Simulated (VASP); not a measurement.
# HfB2 (P-1) in VASP: single point with r2SCAN

Aim: the single point of HfB2 with r2SCAN.

All numbers are computed with VASP 6.6.1; they aren't measurements. Logs are shortened: lines on timing, memory, paths and dates and some standing lists are left out, and cuts for length are marked.

## 1. The cell of the first run

The typed cell holds 3 atoms: a = 3.034 Å, b = 3.059 Å, c = 3.570 Å, α = 90.17°, β = 92.86°, γ = 118.16°.

## 2. Single point, r2SCAN

Contents of POSCAR:

```
HfB2
1.0
    3.0326666989      0.0412843737     -0.0777041022
   -1.4805800330      2.6762960774     -0.0039286595
   -0.0862996791     -0.0548633846      3.5681835143
Hf B
1 2
Direct
    0.0000000000      0.0000000000      0.0000000000
    0.3333333333      0.6666666667      0.5000000000
    0.6666666667      0.3333333333      0.5000000000
```

Contents of INCAR.step1:

```
SYSTEM = HfB2
PREC = Accurate
ENCUT = 550
ISMEAR = 1
SIGMA = 0.1
LREAL = .False.
LASPH = .True.
NELM = 120
NBANDS = 15
GGA = PE
ALGO = Normal
EDIFF = 1E-5
LWAVE = .True.
LCHARG = .False.
GGA_COMPAT = .False.
```

Contents of INCAR.step2:

```
SYSTEM = HfB2
PREC = Accurate
ENCUT = 550
EDIFF = 1E-6
ISMEAR = 1
SIGMA = 0.1
LREAL = .False.
LASPH = .True.
NELM = 120
ALGO = Normal
ISIF = 2
LWAVE = .False.
LCHARG = .False.
METAGGA = R2SCAN
LMIXTAU = .True.
NBANDS = 15
ISTART = 1
GGA_COMPAT = .False.
```

Contents of KPOINTS:

```
Automatic mesh
0
Gamma
  3 3 2
  0 0 0.5
```

Potentials or basis: VASP PAW PBE potentials, release 64 (Hf_pv, B).

Started as:

```console
$ cat potpaw_PBE.64/Hf_pv/POTCAR potpaw_PBE.64/B/POTCAR > POTCAR
$ cp INCAR.step1 INCAR
$ mpirun -np 1 vasp_std > vasp.out
$ cp INCAR.step2 INCAR
$ mpirun -np 1 vasp_std > vasp.out
```

OUTCAR:

```text
SYSTEM = HfB2
   PREC = Accurate
   ENCUT = 550
   EDIFF = 1E-6
   ISMEAR = 1
   LREAL = .False.
   LASPH = .True.
   NELM = 120
   ISIF = 2
   METAGGA = R2SCAN
   ISTART = 1

 ion  position               nearest neighbor table
   1  0.000  0.000  0.000-   3 2.45   2 2.45   3 2.46   2 2.46   3 2.49   2 2.49   2 2.53   3 2.53
                             2 2.57   3 2.57   2 2.60   3 2.60
   2  0.333  0.667  0.500-   3 1.74   3 1.78   3 1.80   1 2.45   1 2.46   1 2.49   1 2.53   1 2.57
                             1 2.60
   3  0.667  0.333  0.500-   2 1.74   2 1.78   2 1.80   1 2.45   1 2.46   1 2.49   1 2.53   1 2.57
                             1 2.60

  LATTYP: Found a triclinic cell.
 ALAT       =     3.1306357876
 B/A-ratio  =     0.9769722601
 C/A-ratio  =     1.1402312038
 COS(alpha) =     0.0030294444
 COS(beta)  =     0.0513921304
 COS(gamma) =     0.5196119305

  Lattice vectors:

 A1 = (  -1.5520866659,  -2.7175804511,   0.0816327617)
 A2 = (   1.4805800330,  -2.6762960774,   0.0039286595)
 A3 = (  -0.0862996791,  -0.0548633846,   3.5681835143)

Analysis of symmetry for initial positions (statically):
=====================================================================
 Subroutine PRICEL returns:
 Original cell was already a primitive cell.

 Routine SETGRP: Setting up the symmetry group for a
 triclinic supercell.

 Subroutine GETGRP returns: Found  2 space group operations
 (whereof  2 operations were pure point group operations)
 out of a pool of  2 trial point group operations.

The static configuration has the point symmetry S_2 .

Analysis of symmetry for dynamics (positions and initial velocities):
=====================================================================
 Subroutine PRICEL returns:
 Original cell was already a primitive cell.

 Routine SETGRP: Setting up the symmetry group for a
 triclinic supercell.

 Subroutine GETGRP returns: Found  2 space group operations
 (whereof  2 operations were pure point group operations)
 out of a pool of  2 trial point group operations.

The dynamic configuration has the point symmetry S_2 .

 Subroutine INISYM returns: Found  2 space group operations
 (whereof  2 operations are pure point group operations),
 and found     1 'primitive' translations

----------------------------------------------------------------------------------------

                                     Primitive cell

  volume of cell :      29.1537

  direct lattice vectors                    reciprocal lattice vectors
[... 86 lines left out ...]
   EMIN   =  10.00;   EMAX   =-10.00  energy-range for DOS
   EFERMI =   0.00;   METHOD = LEGACY
   ISMEAR =     1;   SIGMA  =   0.10  broadening in eV -4-tet -1-fermi 0-gaus
   EFERMI_NEDOS =   21; number of points for ismear=-14 and -15
   IALGO  =     38    algorithm
   IMIX   =      4    mixing-type and parameters
     AMIX     =   0.40;   BMIX     =  1.00
     AMIX_MAG =   1.60;   BMIX_MAG =  1.00
  volume/ion in A,a.u.               =       9.72        65.58
  Fermi-wavevector in a.u.,A,eV,Ry     =   1.340346  2.532887 24.443238  1.796527
  Thomas-Fermi vector in A             =   2.468666
   LORBIT       =      0    0 simple, 1 ext, 2 COOP (PROOUT), +10 PAW based schemes
   METAGGA = R2SCAN    functional components
   LHFCALC =     F    Hartree Fock is set to
   AEXX    =    0.0000 exact exchange contribution
   IVDW    =     0    specifies the selected vdW correction
   LEPSILON=     F    determine dielectric tensor
   LRPA    =     F    only Hartree local field effects (RPA)
 non-spin polarized calculation
 Methfessel and Paxton  Order N= 1 SIGMA  =   0.10
  energy-cutoff  :      550.00
  volume of cell :       29.15
 maximum number of plane-waves:       862
   NGX = 11   NGY = 11   NGZ = 13

 number of electron      16.0000001 magnetization

 Free energy of the ion-electron system (eV)
  ---------------------------------------------------
  ext. energy  EPLUGINS =         0.00000000
  ---------------------------------------------------
  free energy    TOTEN  =       -63.04608760 eV

  energy without entropy =      -63.04673181  energy(sigma->0) =      -63.04630233

 E-fermi :   7.6020     XC(G=0): -13.6282

 val. band max:        7.5178600657   @ k =   0.0000  -0.0000   0.2500
 cond. band min:       9.3794659048   @ k =  -0.3333   0.3333   0.2500
 fundamental gap:      1.8616058391
 Fermi energy:         7.6020482874

 k-point     1 :       0.0000   -0.0000    0.2500
  band No.  band energies     occupation
      1     -24.1686      2.00000
      2     -23.4532      2.00000
      3     -23.3739      2.00000
      4      -6.0362      2.00000
      5       1.0514      2.00000
      6       5.5262      2.00000
      7       5.9036      2.00000
      8       7.5179      2.00000
      9       9.6081      0.00000
     10       9.7615      0.00000
     11      10.6804      0.00000
     12      11.1569      0.00000
     13      13.8431      0.00000
     14      16.7038      0.00000
[... 131 lines left out ...]
      2     -24.0634      2.00000
      3     -23.9335      2.00000
      4      -1.6069      2.00000
      5      -1.4217      2.00000
      6       0.6365      2.00000
      7       4.4063      2.00000
      8       4.8243      2.00000
      9      11.2375      0.00000
     10      11.8688      0.00000
     11      12.6129      0.00000
     12      15.4193      0.00000
     13      16.6966      0.00000
     14      17.0378      0.00000
     15      20.0238      0.00000

------------------------ aborting loop because EDIFF is reached ----------------------------------------

  FORCE on cell =-STRESS in cart. coord.  units (eV):
  Direction    XX          YY          ZZ          XY          YZ          ZX
  --------------------------------------------------------------------------------------
  -------------------------------------------------------------------------------------
  Total        2.6992750     -0.2039651     -0.0587465     -1.3486230      1.4015725      2.4194642
  in kB      148.3419449    -11.2091490     -3.2284845    -74.1152192     77.0251247    132.9646048
  external PRESSURE =      44.6347705 kB  Pullay stress =       0.0000000 kB

 VOLUME and BASIS-vectors are now :
 -----------------------------------------------------------------------------
  energy-cutoff  :      550.00
  volume of cell :       29.15
      direct lattice vectors                 reciprocal lattice vectors
     3.032666699  0.041284374 -0.077704102     0.327550146  0.181222952  0.010708524
    -1.480580033  2.676296077 -0.003928659    -0.004906653  0.370944477  0.005584866
    -0.086299679 -0.054863385  3.568183514     0.007127636  0.004354900  0.280493992

 POSITION                                       TOTAL-FORCE (eV/Angst)
 -----------------------------------------------------------------------------------
      0.00000      0.00000      0.00000         0.000000      0.000000      0.000000
     -0.01931      1.77053      1.75557         0.018948     -0.043872      0.008196
      1.48510      0.89219      1.73098        -0.018948      0.043872     -0.008196
 -----------------------------------------------------------------------------------
    total drift:                               -0.000000      0.000000      0.000000

  FREE ENERGIE OF THE ION-ELECTRON SYSTEM (eV)
  ---------------------------------------------------
  free  energy   TOTEN  =       -63.0460875974 eV

  energy  without entropy=      -63.0467318091  energy(sigma->0) =      -63.04630233
```

OUTCAR.step1:

```text
SYSTEM = HfB2
   PREC = Accurate
   ENCUT = 550
   ISMEAR = 1
   LREAL = .False.
   LASPH = .True.
   NELM = 120
[... 375 lines left out ...]
      0.00000      0.00000      0.00000         0.000000     -0.000000     -0.000000
     -0.01931      1.77053      1.75557        -0.003130     -0.031038      0.008938
      1.48510      0.89219      1.73098         0.003130      0.031038     -0.008938
 -----------------------------------------------------------------------------------
    total drift:                               -0.000000      0.000000      0.000000

  FREE ENERGIE OF THE ION-ELECTRON SYSTEM (eV)
  ---------------------------------------------------
  free  energy   TOTEN  =       -26.3560485256 eV

  energy  without entropy=      -26.3566927373  energy(sigma->0) =      -26.35626326
```

Run time: 45 s. Hardware: 1 thread of Intel Xeon 8259CL, shared host; peak memory 0.15 GiB.

Results:

```
Free energy            : -63.0461 eV
Pressure               : 4.5 GPa
Largest force          : 0.048 eV/Å
Band gap on the k mesh : 1.86 eV, indirect (least direct gap 2.09 eV)
```

Forces on the atoms (eV/Å):
```
Hf   0.000  0.000  0.000
B    0.019 -0.044  0.008
B   -0.019  0.044 -0.008
```

Stress tensor (GPa, compression positive):
```
14.83 -7.41 13.30
-7.41 -1.12  7.70
13.30  7.70 -0.32
```

Caveat: the k points lie up to 0.88 Å⁻¹ apart; the PAW data sets were made with another functional, which shifts forces and pressure a little; spin-orbit coupling is left out, which moves the levels of the heavy elements. A k mesh can miss the band edges.
